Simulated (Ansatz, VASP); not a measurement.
## Two plane-wave programs on CdS

```
CELL_PARAMETERS angstrom
0.00000 2.88338 2.88338
2.88338 0.00000 2.88338
2.88338 2.88338 0.00000
ATOMIC_POSITIONS crystal
Cd 0.00000 0.00000 0.00000
S 0.25000 0.25000 0.25000
```

Change from the starting cell: strained cell.

Alike in both runs: functional PBEsol; k mesh 8 × 8 × 8; occupations gaussian, width 0.02 eV; no spin polarisation.

Ansatz relaxed the structure, and its values are those at the end. VASP's run is a single point on that final structure, the one shown.

```csv
,VASP,Ansatz
version,VASP 6.6.1,Ansatz 0.2.0
potentials or method,"VASP PAW PBE potentials, release 64 (Cd, S), cutoff 500 eV","scalar-relativistic, plane waves, PAW"
valence electrons in the cell,18,26
```

Ansatz gave:

| Quantity | Value |
| --- | --- |
| gap on the k mesh at the Fermi level (eV) | 1.07 |
| least direct gap on the mesh (eV) | 1.07 |
| pressure (GPa) | 2.0 |

Question: Which values does VASP return?

Answer: gap on the k mesh at the Fermi level (eV): 1.08; least direct gap on the mesh (eV): 1.08; pressure (GPa): 2.4.

VASP's potentials were made for PBE, not for PBEsol, and Ansatz warns of the same on its side. With one functional, cell and mesh, what is left measures potentials, basis and numerics. VASP's potentials hold 18 valence electrons a cell and Ansatz's 26, so a difference there can come from the potentials and not from the codes. Ansatz's warnings: stress scf threshold loose.
